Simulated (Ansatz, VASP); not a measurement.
## One calculation of Au, two programs

INCAR

```
SYSTEM = Au
ALGO = Normal
EDIFF = 1E-6
ENCUT = 520
ISIF = 2
ISMEAR = -1
LASPH = .True.
LCHARG = .False.
LREAL = .False.
LWAVE = .False.
NBANDS = 12
NELM = 80
PREC = Accurate
SIGMA = 0.1
```

Contents of KPOINTS:

```
k-points
0
Gamma
  22 22 22
  0 0 0
```

POSCAR

```
Au
1.0
    0.0000000000      1.9675105010      1.9675105010
    1.9675105010      0.0000000000      1.9675105010
    1.9675105010      1.9675105010      0.0000000000
Au
1
Direct
    0.0000000000      0.0000000000      0.0000000000
```

Input for Ansatz:

```yaml
crystal:
  lattice:
    - [0.0, 1.967510501, 1.967510501]
    - [1.967510501, 0.0, 1.967510501]
    - [1.967510501, 1.967510501, 0.0]
  atoms:
    - { symbol: Au, position: [0.0, 0.0, 0.0] }
hamiltonian:
  xc: lda
  pseudopotentials:
    kind: paw
    azcp:
      Au: "pseudopotentials/Au.paw.azcp"
basis:
  ecutwfc: 420
  fft_grid_basis: typed
kpoints:
  mp_grid: { grid: [22, 22, 22], shift: [0, 0, 0] }
magnetization:
  spin_polarized: false
scf:
  occupations: { method: fermi_dirac, width: 0.1 }
output:
  stress: true
```

Alike in both runs: task single point; functional LDA; k mesh 22 × 22 × 22; occupations fermi-dirac, width 0.1 eV; no spin polarisation.

|  | VASP | Ansatz |
| --- | --- | --- |
| version | VASP 6.6.1 | Ansatz 0.2.0 |
| potentials or method | VASP PAW LDA potentials, release 64 (Au), cutoff 520 eV | plane waves (420 eV) with PAW, scalar-relativistic |
| valence electrons in the cell | 11 | 19 |

|  | VASP | Ansatz | Ansatz less VASP |
| --- | --- | --- | --- |
| pressure (GPa) | 21.6 | 20.9 | -0.71 |

Ansatz warns that its potentials were made for another functional, while VASP's fit it. LDA's correlation is that of Perdew and Zunger in VASP and of Perdew and Wang (1992) in Ansatz. VASP's potentials hold 11 valence electrons a cell and Ansatz's 19, so a difference there can come from the potentials and not from the codes.

Neither program's run includes spin-orbit coupling.
